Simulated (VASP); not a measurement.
# Li (Fm-3m) in VASP: a series of runs

Runs on Li. Level: r2SCAN. Tasks: single point, relaxation of cell and atoms.

Program: VASP 6.6.1. These are calculated values, not measurements. Logs are shortened: lines on timing, memory, paths and dates and some standing lists are left out, and cuts for length are marked.

## 1. The cell of the first run

It takes space group Fm-3m (No. 225, cubic). Conventional cell: a = 4.382 Å, b = 4.382 Å, c = 4.382 Å, α = 90.00°, β = 90.00°, γ = 90.00°. Within 4.1 Å of Li (site symmetry m-3m) lie 12 Li at 3.10 Å.

This isn't the form of Li at room conditions, which is bcc.

## 2. Single point, r2SCAN

The input, POSCAR:

```
Li
1.0
    0.0000000000      2.1909341060      2.1909341060
    2.1909341060      0.0000000000      2.1909341060
    2.1909341060      2.1909341060      0.0000000000
Li
1
Direct
    0.0000000000      0.0000000000      0.0000000000
```

The input, INCAR.step1:

```
SYSTEM = Li
ALGO = Normal ; EDIFF = 1E-5
ENCUT = 830 ; GGA = PE
GGA_COMPAT = .FALSE. ; ISMEAR = 0
LASPH = .TRUE. ; LCHARG = .FALSE.
LREAL = .FALSE. ; LWAVE = .TRUE.
NBANDS = 8 ; NELM = 120
PREC = Accurate ; SIGMA = 0.05
```

The input, INCAR.step2:

```
SYSTEM = Li
ALGO = Normal ; EDIFF = 1E-6
ENCUT = 830 ; GGA_COMPAT = .FALSE.
ISIF = 2 ; ISMEAR = 0
ISTART = 1 ; LASPH = .TRUE.
LCHARG = .FALSE. ; LMIXTAU = .TRUE.
LREAL = .FALSE. ; LWAVE = .FALSE.
METAGGA = R2SCAN ; NBANDS = 8
NELM = 120 ; PREC = Accurate
SIGMA = 0.05
```

The input, KPOINTS:

```
k-points
0
G
  8 8 8
  0 0 0
```

Potentials or basis: VASP PAW PBE potentials, release 64 (Li_sv).

Run with:

```bash
$ cat potpaw_PBE.64/Li_sv/POTCAR > POTCAR
$ cp INCAR.step1 INCAR
$ mpirun -np 1 vasp_std > vasp.out
$ cp INCAR.step2 INCAR
$ mpirun -np 1 vasp_std > vasp.out
```

OUTCAR:

```text
SYSTEM = Li
   EDIFF = 1E-6
   ENCUT = 830
   ISIF = 2
   ISMEAR = 0
   ISTART = 1
   LASPH = .TRUE.
   LREAL = .FALSE.
   METAGGA = R2SCAN
   NELM = 120
   PREC = Accurate

 ion  position               nearest neighbor table
   1  0.000  0.000  0.000-

  LATTYP: Found a face centered cubic cell.
 ALAT       =     4.3818682120

  Lattice vectors:

 A1 = (   0.0000000000,   2.1909341060,   2.1909341060)
 A2 = (   2.1909341060,   0.0000000000,   2.1909341060)
 A3 = (   2.1909341060,   2.1909341060,   0.0000000000)

Analysis of symmetry for initial positions (statically):
=====================================================================
 Subroutine PRICEL returns:
 Original cell was already a primitive cell.

 Routine SETGRP: Setting up the symmetry group for a
 face centered cubic supercell.

 Subroutine GETGRP returns: Found 48 space group operations
 (whereof 48 operations were pure point group operations)
 out of a pool of 48 trial point group operations.

The static configuration has the point symmetry O_h .

Analysis of symmetry for dynamics (positions and initial velocities):
=====================================================================
 Subroutine PRICEL returns:
 Original cell was already a primitive cell.

 Routine SETGRP: Setting up the symmetry group for a
 face centered cubic supercell.

 Subroutine GETGRP returns: Found 48 space group operations
 (whereof 48 operations were pure point group operations)
 out of a pool of 48 trial point group operations.

The dynamic configuration has the point symmetry O_h .

 Subroutine INISYM returns: Found 48 space group operations
 (whereof 48 operations are pure point group operations),
 and found     1 'primitive' translations

----------------------------------------------------------------------------------------

                                     Primitive cell

  volume of cell :      21.0338

  direct lattice vectors                    reciprocal lattice vectors
     0.000000000  2.190934106  2.190934106    -0.228213162  0.228213162  0.228213162
     2.190934106  0.000000000  2.190934106     0.228213162 -0.228213162  0.228213162
     2.190934106  2.190934106  0.000000000     0.228213162  0.228213162 -0.228213162

  length of vectors
     3.098448727  3.098448727  3.098448727     0.395276791  0.395276791  0.395276791

  position of ions in fractional coordinates (direct lattice)
     0.000000000  0.000000000  0.000000000

  ion indices of the primitive-cell ions
   primitive index   ion index
                 1           1

----------------------------------------------------------------------------------------

 KPOINTS: k-points

Automatic generation of k-mesh.
 Grid dimensions read from file:
 generate k-points for:    8    8    8

 Generating k-lattice:

  Cartesian coordinates                     Fractional coordinates (reciprocal lattice)
    -0.028526645  0.028526645  0.028526645     0.125000000  0.000000000  0.000000000
     0.028526645 -0.028526645  0.028526645     0.000000000  0.125000000  0.000000000
     0.028526645  0.028526645 -0.028526645     0.000000000  0.000000000  0.125000000

  Length of vectors
     0.049409599  0.049409599  0.049409599

  Shift w.r.t. Gamma in fractional coordinates (k-lattice)
     0.000000000  0.000000000  0.000000000

 Subroutine IBZKPT returns following result:
 ===========================================

 Found     29 irreducible k-points:

 Following reciprocal coordinates:
            Coordinates               Weight
  0.000000  0.000000  0.000000      1.000000
  0.125000  0.000000  0.000000      8.000000
  0.250000  0.000000  0.000000      8.000000
  0.375000  0.000000  0.000000      8.000000
  0.500000  0.000000  0.000000      4.000000
  0.125000  0.125000  0.000000      6.000000
[... 16 lines left out ...]
  0.500000  0.250000  0.125000     48.000000
 -0.375000  0.250000  0.125000     24.000000
 [... further k-points ...]
   k-points           NKPTS =     29   k-points in BZ     NKDIM =     29   number of bands    NBANDS=      8
   number of dos      NEDOS =    301   number of ions     NIONS =      1
   total plane-waves  NPLWV =  27000
   dimension x,y,z NGX =    30 NGY =   30 NGZ =   30
   dimension x,y,z NGXF=    60 NGYF=   60 NGZF=   60
   ions per type =               1
   NGX,Y,Z   is equivalent  to a cutoff of  16.10, 16.10, 16.10 a.u.
   NGXF,Y,Z  is equivalent  to a cutoff of  32.19, 32.19, 32.19 a.u.
 SYSTEM =  Li
   PREC   = accura    normal or accurate (medium, high low for compatibility)
   ISTART =      1    job   : 0-new  1-cont  2-samecut
   ICHARG =      0    charge: 1-file 2-atom 10-const
   ISPIN  =      1    spin polarized calculation?
   LNONCOLLINEAR =      F non collinear calculations
   LSORBIT =      F    spin-orbit coupling
   LASPH  =      T    aspherical Exc in radial PAW
   ENCUT  =  830.0 eV  61.00 Ry    7.81 a.u.   7.28  7.28  7.28*2*pi/ulx,y,z
   NELM   =    120;   NELMIN=  2; NELMDL=  0     # of ELM steps
   EDIFF  = 0.1E-05   stopping-criterion for ELM
   LREAL  =      F    real-space projection
   EDIFFG = 0.1E-04   stopping-criterion for IOM
   NSW    =      0    number of steps for IOM
   IBRION =     -1    ionic relax: 0-MD 1-quasi-New 2-CG
   NFREE  =      0    steps in history (QN), initial steepest desc. (CG)
   ISIF   =      2    stress and relaxation
   ISYM   =      2    0-nonsym 1-usesym 2-fastsym
   POTIM  = 0.5000    time-step for ionic-motion
   TEBEG  =    0.0;   TEEND  =   0.0 temperature during run
   PSTRESS=    0.0 pullay stress
   NELECT =       3.0000    total number of electrons
   NUPDOWN=      -1.0000    fix difference up-down
   EMIN   =  10.00;   EMAX   =-10.00  energy-range for DOS
   EFERMI =   0.00;   METHOD = LEGACY
   ISMEAR =     0;   SIGMA  =   0.05  broadening in eV -4-tet -1-fermi 0-gaus
   EFERMI_NEDOS =   21; number of points for ismear=-14 and -15
   IALGO  =     38    algorithm
   IMIX   =      4    mixing-type and parameters
     AMIX     =   0.40;   BMIX     =  1.00
     AMIX_MAG =   1.60;   BMIX_MAG =  1.00
  volume/ion in A,a.u.               =      21.03       141.94
  Fermi-wavevector in a.u.,A,eV,Ry     =   0.855348  1.616372  9.954286  0.731619
  Thomas-Fermi vector in A             =   1.972083
   LORBIT       =      0    0 simple, 1 ext, 2 COOP (PROOUT), +10 PAW based schemes
   METAGGA = R2SCAN    functional components
   LHFCALC =     F    Hartree Fock is set to
   AEXX    =    0.0000 exact exchange contribution
   IVDW    =     0    specifies the selected vdW correction
   LEPSILON=     F    determine dielectric tensor
   LRPA    =     F    only Hartree local field effects (RPA)
 non-spin polarized calculation
 Gauss-broadening in eV      SIGMA  =   0.05
  energy-cutoff  :      830.00
  volume of cell :       21.03
 maximum number of plane-waves:      1158
 NGX is ok and might be reduce to    30
   NGX = 15   NGY = 15   NGZ = 15

 number of electron       2.9999999 magnetization

 Free energy of the ion-electron system (eV)
  ---------------------------------------------------
  ext. energy  EPLUGINS =         0.00000000
  ---------------------------------------------------
  free energy    TOTEN  =        -2.38120788 eV

  energy without entropy =       -2.38086988  energy(sigma->0) =       -2.38103888

 E-fermi :   0.3268     XC(G=0):  -7.3518

 val. band max:        0.3265763396   @ k =   0.3750   0.3750   0.0000
 cond. band min:       0.5364049037   @ k =   0.5000   0.0000   0.0000
 fundamental gap:      0.2098285641
 Fermi energy:         0.3267899502

 k-point     1 :       0.0000    0.0000    0.0000
  band No.  band energies     occupation
      1     -47.5918      2.00000
      2      -3.2983      2.00000
      3      16.1040      0.00000
      4      16.1040      0.00000
      5      16.1040      0.00000
      6      19.4645      0.00000
      7      19.4645      0.00000
      8      19.4645      0.00000

 k-point     2 :       0.1250    0.0000    0.0000
  band No.  band energies     occupation
      1     -47.5894      2.00000
      2      -2.9974      2.00000
      3      13.1404      0.00000
      4      15.4583      0.00000
      5      15.4583      0.00000
      6      18.9485      0.00000
      7      20.5600      0.00000
      8      20.5600      0.00000

 k-point     3 :       0.2500    0.0000    0.0000
  band No.  band energies     occupation
      1     -47.5835      2.00000
      2      -2.0987      2.00000
      3       8.9728      0.00000
      4      14.6607      0.00000
      5      14.6607      0.00000
      6      19.3737      0.00000
      7      20.0763      0.00000
      8      20.0763      0.00000

 k-point     4 :       0.3750    0.0000    0.0000
  band No.  band energies     occupation
      1     -47.5777      2.00000
      2      -0.6626      2.00000
      3       5.4585      0.00000
      4      14.2814      0.00000
      5      14.2814      0.00000
      6      18.4096      0.00000
      7      18.4096      0.00000
      8      18.9188      0.00000

 k-point     5 :       0.5000    0.0000    0.0000
  band No.  band energies     occupation
      1     -47.5752      2.00000
      2       0.5364      0.00000
      3       3.5555      0.00000
      4      14.2089      0.00000
      5      14.2089      0.00000
      6      17.7571      0.00000
      7      17.7571      0.00000
      8      18.5918      0.00000
[... 177 lines left out ...]
 k-point    22 :       0.3750    0.2500    0.1250
  band No.  band energies     occupation
      1     -47.5792      2.00000
      2      -1.2805      2.00000
      3       8.8593      0.00000
      4      10.6027      0.00000
      5      13.6550      0.00000
      6      17.3644      0.00000
      7      17.4210      0.00000
      8      22.7263      0.00000

 k-point    23 :       0.5000    0.2500    0.1250
  band No.  band energies     occupation
      1     -47.5745      2.00000
      2       0.2052      1.99942
      3       5.8652      0.00000
      4       9.8511      0.00000
      5      12.0363      0.00000
      6      16.9266      0.00000
      7      19.8487      0.00000
      8      22.2061      0.00000

 k-point    24 :      -0.3750    0.2500    0.1250
  band No.  band energies     occupation
      1     -47.5726      2.00000
      2       1.5689      0.00000
      3       3.8668      0.00000
      4       9.8024      0.00000
      5      11.3816      0.00000
      6      16.7466      0.00000
      7      20.4892      0.00000
      8      24.2429      0.00000

 [... further k-points ...]

------------------------ aborting loop because EDIFF is reached ----------------------------------------

  FORCE on cell =-STRESS in cart. coord.  units (eV):
  Direction    XX          YY          ZZ          XY          YZ          ZX
  --------------------------------------------------------------------------------------
  -------------------------------------------------------------------------------------
  Total       -0.0164079     -0.0164079     -0.0164079     -0.0000000      0.0000000     -0.0000000
  in kB       -1.2498147     -1.2498147     -1.2498147     -0.0000000      0.0000000     -0.0000000
  external PRESSURE =      -1.2498147 kB  Pullay stress =       0.0000000 kB

 VOLUME and BASIS-vectors are now :
 -----------------------------------------------------------------------------
  energy-cutoff  :      830.00
  volume of cell :       21.03
      direct lattice vectors                 reciprocal lattice vectors
     0.000000000  2.190934106  2.190934106    -0.228213162  0.228213162  0.228213162
     2.190934106  0.000000000  2.190934106     0.228213162 -0.228213162  0.228213162
     2.190934106  2.190934106  0.000000000     0.228213162  0.228213162 -0.228213162

 POSITION                                       TOTAL-FORCE (eV/Angst)
 -----------------------------------------------------------------------------------
      0.00000      0.00000      0.00000        -0.000000      0.000000      0.000000
 -----------------------------------------------------------------------------------
    total drift:                               -0.000000     -0.000000      0.000000

  FREE ENERGIE OF THE ION-ELECTRON SYSTEM (eV)
  ---------------------------------------------------
  free  energy   TOTEN  =        -2.3812078792 eV

  energy  without entropy=       -2.3808698838  energy(sigma->0) =       -2.38103888
```

Wall time 54 s (1 thread of Intel Xeon 8259CL, shared host); peak memory 0.16 GiB.

Results:

| Item | Value |
| --- | --- |
| Free energy | -2.3812 eV |
| Pressure | -0.1 GPa |
| Band gap on the k mesh | zero (an odd number of electrons rules out a gap without spin polarisation) |

Caveat: the PAW data sets were made with another functional, which shifts forces and pressure a little.

## 3. Single point, r2SCAN

This run uses another cell than the first one, of 21.45 Å³/atom.

The input, POSCAR:

```
Li
1.0
    0.0000000000      2.2054440262      2.2054440262
    2.2054440262      0.0000000000      2.2054440262
    2.2054440262      2.2054440262      0.0000000000
Li
1
Direct
    0.0000000000      0.0000000000      0.0000000000
```

The input, INCAR.step1:

```
PREC = Accurate ; ENCUT = 830
ISMEAR = 0 ; SIGMA = 0.05
LREAL = F ; LASPH = T
NELM = 120 ; NBANDS = 8
GGA = PE ; ALGO = Normal
EDIFF = 1E-5 ; LWAVE = T
LCHARG = F ; GGA_COMPAT = F
```

The input, INCAR.step2:

```
PREC = Accurate ; ENCUT = 830
EDIFF = 1E-6 ; ISMEAR = 0
SIGMA = 0.05 ; LREAL = F
LASPH = T ; NELM = 120
ALGO = Normal ; ISIF = 2
LWAVE = F ; LCHARG = F
METAGGA = R2SCAN ; LMIXTAU = T
NBANDS = 8 ; ISTART = 1
GGA_COMPAT = F
```

The input, KPOINTS:

```
regular mesh
0
Gamma
  8 8 8
```

Potentials or basis: VASP PAW PBE potentials, release 64 (Li_sv).

Run with:

```bash
$ cat potpaw_PBE.64/Li_sv/POTCAR > POTCAR
$ cp INCAR.step1 INCAR
$ mpirun -np 1 vasp_std > vasp.out
$ cp INCAR.step2 INCAR
$ mpirun -np 1 vasp_std > vasp.out
```

It took 54 s on 1 thread of Intel Xeon 8259CL, shared host; peak memory 0.16 GiB.

It converged, with:

* Free energy: -2.3814 eV
* Pressure: -0.3 GPa
* Band gap on the k mesh: zero (an odd number of electrons rules out a gap without spin polarisation)

Levels at points of the mesh, in eV from the Fermi level:
```
           k point  band 1  band 2  band 3  band 4  band 5
(0.00, 0.00, 0.00)  -48.00   -3.58   15.58   15.58   15.58
(0.50, 0.00, 0.00)  -47.99    0.21    3.19   13.71   13.71
(0.50, 0.50, 0.00)  -47.98    1.84    5.03    9.16    9.16
```

Caveat: the PAW data sets were made with another functional, which shifts forces and pressure a little.

## 4. Relaxation of cell and atoms, r2SCAN

The input, POSCAR:

```
Li
1.0
    0.0000000000      2.1909341060      2.1909341060
    2.1909341060      0.0000000000      2.1909341060
    2.1909341060      2.1909341060      0.0000000000
Li
1
Direct
    0.0000000000      0.0000000000      0.0000000000
```

The input, INCAR.step1:

```
SYSTEM = Li
  PREC = Accurate
  ENCUT = 830
  ISMEAR = 0
  SIGMA = 0.05
  LREAL = .FALSE.
  LASPH = .TRUE.
  NELM = 120
  GGA = PE
  ALGO = Normal
  EDIFF = 1E-5
  LWAVE = .TRUE.
  LCHARG = .FALSE.
  GGA_COMPAT = .FALSE.
  IBRION = 2
  ISIF = 3
  EDIFFG = -0.005
  NELMIN = 4
  NSW = 100
```

The input, INCAR.step2:

```
SYSTEM = Li
  PREC = Accurate
  ENCUT = 830
  EDIFF = 1E-7
  ISMEAR = 0
  SIGMA = 0.05
  LREAL = .FALSE.
  LASPH = .TRUE.
  NELM = 120
  ALGO = Normal
  ISIF = 3
  LWAVE = .FALSE.
  LCHARG = .FALSE.
  METAGGA = R2SCAN
  LMIXTAU = .TRUE.
  IBRION = 2
  NSW = 80
  EDIFFG = -0.01
  ISTART = 1
  GGA_COMPAT = .FALSE.
  NELMIN = 4
```

The input, KPOINTS:

```
regular mesh
0
G
  8 8 8
  0 0 0
```

Run with:

```bash
$ cat potpaw_PBE.64/Li_sv/POTCAR > POTCAR
$ cp INCAR.step1 INCAR
$ mpirun -np 1 vasp_std > vasp.out
$ cp INCAR.step2 INCAR
$ mpirun -np 1 vasp_std > vasp.out
```

It took 2.4 min on 1 thread of Intel Xeon 8259CL, shared host; peak memory 0.16 GiB.

It converged, with:

```yaml
Free_energy: -2.3809 eV
Relaxed_volume: 20.54 Å³/atom
Relaxed_cell: a = 3.074 Å, b = 3.074 Å, c = 3.074 Å, α = 60.00°, β = 60.00°, γ = 60.00°
Space_group_after_relaxing_to_0.1_Å: Fm-3m (No. 225)
Ionic_steps: 4
Pressure_after_relaxing: -0.1 GPa
Band_gap_on_the_k_mesh: zero (an odd number of electrons rules out a gap without spin polarisation)
```

The path:
```
step  energy change (eV)  largest force (eV/Å)  pressure (GPa)  volume (Å³)
   1              0.0000                0.0000           -0.13        21.03
   2              0.0000                0.0000           -0.11        20.98
   3              0.0001                0.0000           -0.10        20.83
   4              0.0003                0.0000           -0.06        20.54
```

Final structure:
```
Li
1.0
     0.00000    2.17357    2.17357
     2.17357    0.00000    2.17357
     2.17357    2.17357    0.00000
Li
1
Direct
  0.00000 0.00000 0.00000
```

Levels at points of the mesh, in eV from the Fermi level:
| k point | band 1 | band 2 | band 3 | band 4 | band 5 |
| --- | --- | --- | --- | --- | --- |
| (0.00, 0.00, 0.00) | -47.87 | -3.66 | 16.03 | 16.03 | 16.03 |
| (0.50, 0.00, 0.00) | -47.85 | 0.20 | 3.30 | 14.10 | 14.10 |
| (0.50, 0.50, 0.00) | -47.85 | 1.88 | 5.17 | 9.41 | 9.41 |

Caveat: the PAW data sets were made with another functional, which shifts forces and pressure a little.

## 5. Summary

```csv
task,cell,gap on the mesh (eV),pressure (GPa)
single point,"a = 3.098 Å, angles 60.0°, 1 atom",none,-0.1
single point,"a = 3.119 Å, angles 60.0°, 1 atom",none,-0.3
relaxation of cell and atoms,"relaxed from a = 3.098 Å, angles 60.0°, 1 atom",none,-0.1
```

Alike in all rows: level r2SCAN; potentials or basis VASP PAW PBE potentials, release 64 (Li_sv); no spin polarisation; k mesh 8 × 8 × 8; cutoff (eV) 830; smearing gaussian 0.05 eV.

Caveats: the PAW data sets were made with another functional, which shifts forces and pressure a little.

Absolute energies hang on the potentials; compare differences alone.

The gap in the log of VASP goes by the Fermi energy; the results here count the filled bands.